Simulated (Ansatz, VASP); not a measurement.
One calculation of TiO2, two programs

```
Ti O
1.0
     4.50492    0.00000    0.00000
     0.00000    4.50492    0.00000
     0.00000    0.00000    2.89442
Ti O
2 4
Cartesian
  0.0000 0.0000 0.0000
  2.2525 2.2525 1.4472
  1.3634 1.3634 0.0000
  0.8890 3.6159 1.4472
  3.6159 0.8890 1.4472
  3.1415 3.1415 0.0000
```

Change from the starting cell: hydrostatic strain -2.0%.

Alike in both runs: task single point; functional r2SCAN; k mesh 6 × 6 × 8; no spin polarisation.

```csv
,VASP,Ansatz
version,VASP 6.6.1,Ansatz 0.2.0
potentials or method,"VASP PAW PBE potentials, release 64 (Ti_sv, O)","plane waves, PAW"
plane-wave cutoff (eV),520,500
occupations,"gaussian, width 0.01 eV",fixed
valence electrons in the cell,48,48
```

|  | VASP | Ansatz | Ansatz less VASP |
| --- | --- | --- | --- |
| gap on the k mesh at the Fermi level (eV) | 2.31 | 2.31 | -0.007 |
| pressure (GPa) | 18.2 | 16.7 | -1.51 |
| traceless stress, the component that is largest in VASP (GPa) | 3.01 | 2.55 | -0.456 |
| rms of the force components (eV/Å) | 0.015 | 0.001 | -0.0141 |

VASP's potentials were made for PBE, not for r2SCAN. Atom by atom the forces differ by 0.014 eV/Å (rms over components).
